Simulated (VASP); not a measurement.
Runs of VASP 6.6.1 on GaN. The structure is that of space group F-43m (No. 216), or close to it. The cells are those of the table. 

| task | level | potentials or basis | spin | cell | k mesh | cutoff (eV) | smearing | grid for exact exchange (PRECFOCK) | share of exact exchange | screening parameter | gap on the mesh (eV) | pressure (GPa) | relaxed volume (Å³/atom) |
| --- | --- | --- | --- | --- | --- | --- | --- | --- | --- | --- | --- | --- | --- |
| relaxation of cell and atoms | PBEsol-based screened hybrid with 25 % exact exchange | VASP PAW PBE potentials, release 64 (Ga_d, N) | off | relaxed from a = 3.187 Å, angles 60.0°, 2 atoms | 5 × 5 × 5 | 600 | fermi-dirac 0.05 eV | Normal | 0.25 | 0.207 1/Å | 3.16 | -0.1 | 11.12 |
| single point | r2SCAN+D3(BJ) | VASP PAW PBE potentials, release 64 (Ga_d, N_h) | off | a = 3.144 Å, angles 60.0°, 2 atoms | 10 × 10 × 10 | 1460 | fermi-dirac 0.05 eV | - | - | - | 2.39 | (a) | - |
| single point | r2SCANh | VASP PAW PBE potentials, release 64 (Ga_d, N_h) | off | a = 3.166 Å, angles 60.0°, 2 atoms | 5 × 5 × 5 | 1080 | fermi-dirac 0.05 eV | Normal | 0.1 | - | 3.00 | (c) | - |
| single point | r2SCANh | VASP PAW PBE potentials, release 64 (Ga_d, N_h) | off | a = 3.187 Å, angles 60.0°, 2 atoms | 5 × 5 × 5 | 1080 | fermi-dirac 0.05 eV | Normal | 0.1 | - | 2.86 | -1.8 | - |
| single point | HF+D3(BJ) | VASP PAW PBE potentials, release 64 (Ga_d, N) | off | a = 3.187 Å, angles 60.0°, 2 atoms | 5 × 5 × 5 | 520 | gaussian 0.1 eV | Normal | 1 | - | 10.65 | (b) | - |
| single point | r2SCANh | VASP PAW PBE potentials, release 64 (Ga_d, N) | non-collinear, zero start, SOC | a = 3.187 Å, angles 60.0°, 2 atoms | 5 × 5 × 5 | 520 | gaussian 0.05 eV | Normal | 0.1 | - | - | -1.8 | - |
| relaxation of cell and atoms | HSE06 | VASP PAW PBE potentials, release 64 (Ga_d, N) | off | relaxed from a = 3.187 Å, angles 60.0°, 2 atoms | 5 × 5 × 5 | 600 | fermi-dirac 0.05 eV | Normal | 0.25 | 0.2079 1/Å | (d) | -0.1 | 11.36 |
| single point | PBEsol-based screened hybrid with 25 % exact exchange | VASP PAW PBE potentials, release 64 (Ga_d, N) | off | a = 3.157 Å, angles 60.0°, 2 atoms | 5 × 5 × 5 | 520 | fermi-dirac 0.05 eV | Normal | 0.25 | 0.207 1/Å | 3.15 | 0.0 | - |

Task: Estimate the missing entries.

Result: (a) 6.6; (b) -14.8; (c) 2.4; (d) 3.04.

Caveats: some runs use coarse meshes; the PAW data sets were made with another functional, which shifts forces and pressure a little; the cell stands under pressure (at least some runs); the dispersion term is far too large for a dense solid, which distorts pressure and volume (at least some runs).

A k mesh can miss the band edges, and rows without SOC leave out spin-orbit coupling on Ga.
